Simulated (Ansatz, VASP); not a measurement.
## Ca: VASP beside Ansatz

```
Ca
1.0
     0.00000    2.78485    2.78485
     2.78485    0.00000    2.78485
     2.78485    2.78485    0.00000
Ca
1
Cartesian
  0.0000 0.0000 0.0000
```

Change from the starting cell: volume scaled by 0.99, crystal datasets.

Alike in both runs: task electric field gradients; functional PBEsol; k mesh 11 × 11 × 11; occupations fermi-dirac, width 0.05 eV; no spin polarisation.

|  | VASP | Ansatz |
| --- | --- | --- |
| version | VASP 6.6.1 | Ansatz 0.2.0 |
| potentials or method | VASP PAW PBE potentials, release 64 (Ca_sv), cutoff 520 eV | all-electron PAW with datasets made for the crystal, scalar-relativistic |

|  | VASP | Ansatz | Ansatz less VASP |
| --- | --- | --- | --- |
| pressure (GPa) | -1.0 | -1.0 | -0.01 |

VASP's potentials were made for PBE, not for PBEsol. Ansatz ran all-electron here, and VASP with PAW potentials.
